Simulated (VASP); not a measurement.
**NiPt: single point with LDA**

The system is NiPt.

```
CELL_PARAMETERS angstrom
2.70994 0.00000 0.00000
0.00000 5.41988 0.00000
0.00000 0.00000 3.57832
ATOMIC_POSITIONS crystal
Ni 0.50000 0.25000 0.50000
Ni 0.50000 0.75000 0.50000
Pt 0.00000 0.00000 0.00000
Pt 0.00000 0.50000 0.00000
```

```
Program             : VASP 6.6.1
Task                : single point
Functional          : LDA
Potentials or basis : VASP PAW LDA potentials, release 64 (Ni, Pt)
Cutoff              : 520 eV
k mesh              : 10 × 5 × 8
Occupations         : fermi-dirac, width 0.05 eV
Spin                : collinear spin, ferromagnetic start
Starting moments    : [1.8, 1.8, 0.0, 0.0] μB
```

```yaml
Pressure: -11.7 GPa
Net_moment: 1.78 μB per cell
Site_moments: Ni +0.60; Pt +0.29 μB
Valence_electrons_inside_the_program's_atomic_spheres: Ni 9.24; Pt 9.38
```

Stress tensor (GPa, compression positive):
```
-11.73   0.00   0.00
  0.00 -11.73   0.00
  0.00   0.00 -11.51
```

Levels at points of the mesh, in eV from the Fermi level:
Spin up:
| k point | band 18 | band 19 | band 20 | band 21 | band 22 | band 23 | band 24 | band 25 |
| --- | --- | --- | --- | --- | --- | --- | --- | --- |
| (0.00, 0.00, 0.00) | -1.00 | -0.12 | 0.03 | 0.03 | 0.39 | 2.32 | 3.06 | 10.90 |
| (0.50, 0.00, 0.00) | 0.03 | 0.03 | 0.39 | 0.80 | 1.65 | 1.65 | 2.32 | 7.95 |
| (0.00, 0.00, 0.50) | -0.63 | -0.63 | -0.32 | -0.32 | -0.24 | -0.05 | 0.02 | 5.15 |
| (0.50, 0.00, 0.50) | -0.32 | -0.24 | -0.05 | 0.02 | 0.80 | 5.15 | 7.06 | 7.20 |
Spin down:
| k point | band 15 | band 16 | band 17 | band 18 | band 19 | band 20 | band 21 | band 22 | band 23 | band 24 |
| --- | --- | --- | --- | --- | --- | --- | --- | --- | --- | --- |
| (0.00, 0.00, 0.00) | -1.16 | -1.13 | -0.87 | -0.57 | 0.24 | 0.52 | 0.52 | 0.84 | 2.49 | 3.12 |
| (0.50, 0.00, 0.00) | -0.05 | -0.03 | 0.35 | 0.58 | 0.58 | 0.84 | 1.00 | 1.71 | 1.71 | 2.49 |
| (0.00, 0.00, 0.50) | -1.05 | -1.05 | -0.52 | -0.46 | -0.28 | -0.20 | -0.10 | 0.21 | 0.31 | 0.46 |
| (0.50, 0.00, 0.50) | -0.28 | -0.20 | -0.10 | -0.03 | 0.21 | 0.31 | 0.46 | 1.00 | 5.42 | 7.25 |

It took 6.3 min on 1 thread of AMD EPYC 7R13, with other jobs on the host, peak memory 0.29 GiB.

Caveat: the cell stands under tension; spin-orbit coupling is left out, which moves the levels of the heavy elements.
